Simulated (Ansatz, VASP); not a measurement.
**One calculation of Ta, two programs**

The input INCAR:

```
SYSTEM = Ta
ALGO = Normal
EDIFF = 1E-6
EDIFFG = -0.01
ENCUT = 600
GGA = PS
IBRION = 2
ISIF = 3
ISMEAR = -1
LASPH = .TRUE.
LCHARG = .FALSE.
LREAL = .FALSE.
LWAVE = .FALSE.
NELM = 100
NSW = 80
PREC = Accurate
SIGMA = 0.1
```

File KPOINTS:

```
k-points
0
G
  9 9 9
  0 0 0
```

Contents of POSCAR:

```
Ta
1.0
    0.0000000000      2.8998653517      2.8998653517
    2.8998653517      0.0000000000      2.8998653517
    2.8998653517      2.8998653517      0.0000000000
Ta
2
Direct
    0.1250000000      0.1250000000      0.1250000000
    0.8750000000      0.8750000000      0.8750000000
```

Input for Ansatz:

```yaml
crystal:
  lattice:
    - [0.0, 2.8998653517, 2.8998653517]
    - [2.8998653517, 0.0, 2.8998653517]
    - [2.8998653517, 2.8998653517, 0.0]
  atoms:
    - { symbol: Ta, position: [0.125, 0.125, 0.125] }
    - { symbol: Ta, position: [0.875, 0.875, 0.875] }
hamiltonian:
  xc: pbesol
  pseudopotentials:
    kind: paw
    azcp:
      Ta: "pseudopotentials/Ta.paw.azcp"
basis:
  ecutwfc: 420
  fft_grid_basis: typed
kpoints:
  mp_grid: { grid: [9, 9, 9], shift: [0, 0, 0] }
magnetization:
  spin_polarized: false
scf:
  occupations: { method: fermi_dirac, width: 0.1 }
relax:
  max_steps: 60
  f_tol: 0.01
  cell: {}
output:
  write_density: true
  write_potential: true
  elf: true
  volumetric_format: npy
```

Alike in both runs: task relaxation of cell and atoms; functional PBEsol; k mesh 9 × 9 × 9; occupations fermi-dirac, width 0.1 eV; no spin polarisation.

|  | VASP | Ansatz |
| --- | --- | --- |
| version | VASP 6.6.1 | Ansatz 0.2.0 |
| potentials or method | VASP PAW PBE potentials, release 64 (Ta_pv), cutoff 600 eV | plane waves (420 eV) with PAW, scalar-relativistic |
| valence electrons in the cell | 22 | 26 |

Ansatz gave:

| Item | Value |
| --- | --- |
| relaxed volume (Å³/atom) | 27.06 |
| relaxed cell length with the largest relative difference (Å) | 4.246 |

What did VASP give for the same quantities?

Relaxed volume (Å³/atom): 27.11; relaxed cell length with the largest relative difference (Å): 4.248.

VASP's potentials were made for PBE, not for PBEsol, and Ansatz warns of the same on its side. VASP's potentials hold 22 valence electrons a cell and Ansatz's 26, so a difference there can come from the potentials and not from the codes.

Spin-orbit coupling is off throughout.
